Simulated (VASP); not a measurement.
Write the native input for VASP 6.6.1 that does the following.

| Property | Result |
| --- | --- |
| Task | single point |
| Functional | revPBE |
| Potentials or basis | VASP PAW PBE potentials, release 64 (Ta_pv) |
| Cutoff | 520 eV |
| k mesh | 14 × 14 × 4 |
| Occupations | fermi-dirac, width 0.1 eV |
| Spin | no spin polarisation |
| Dipole correction | no |
| Further INCAR settings | ALGO = Normal; EDIFF = 1e-06; NBANDS = 30 |

The structure of Ta lies in POSCAR:

```
Ta
1.0
    2.9540257756      0.0000000000      0.0000000000
   -1.4770128878      2.5582613651      0.0000000000
    0.0000000000      0.0000000000     10.0745905663
Ta
4
Direct
    1.0000000000      1.0000000000      1.0000000000
    1.0000000000      1.0000000000      0.5000000000
    0.3333333333      0.6666666667      0.2500000000
    0.6666666667      0.3333333333      0.7500000000
```

This isn't the form of Ta at room conditions, which is bcc.

One way to write it, as run:

INCAR

```
SYSTEM = Ta
ALGO     = Normal         ! electronic algorithm
EDIFF    = 1E-6           ! SCF threshold, eV
ENCUT    = 520            ! plane-wave cutoff, eV
GGA      = RE             ! functional
ISIF     = 2              ! what is computed and relaxed
ISMEAR   = -1             ! smearing method
LASPH    = .True.         ! aspherical terms in the spheres
LCHARG   = .True.         ! write CHGCAR
LELF     = .True.         ! ELF
LREAL    = .False.        ! projectors in reciprocal space
LVHAR    = .True.       
LWAVE    = .False.        ! write WAVECAR
NBANDS   = 30             ! bands
NELM     = 80             ! most SCF steps
PREC     = Accurate       ! precision mode
SIGMA    = 0.1            ! smearing width, eV
```

KPOINTS

```
k-points
0
Gamma
  14 14 4
  0 0 0
```

Potentials or basis: VASP PAW PBE potentials, release 64 (Ta_pv).

Launch:

```bash
$ cat potpaw_PBE.64/Ta_pv/POTCAR > POTCAR
$ mpirun -np 1 vasp_std > vasp.out
```

It gave:

- Pressure: 0.0 GPa
- Band gap on the k mesh: zero (bands 22 and 23 overlap by 1.05 eV)

Caveat: the PAW data sets were made with another functional, which shifts forces and pressure a little; spin-orbit coupling is left out, which moves the levels of the heavy elements.

It took 75 s on 1 thread of Intel(R) Xeon(R) 6975P-C (Granite Rapids) (shared host), peak memory 0.27 GiB.
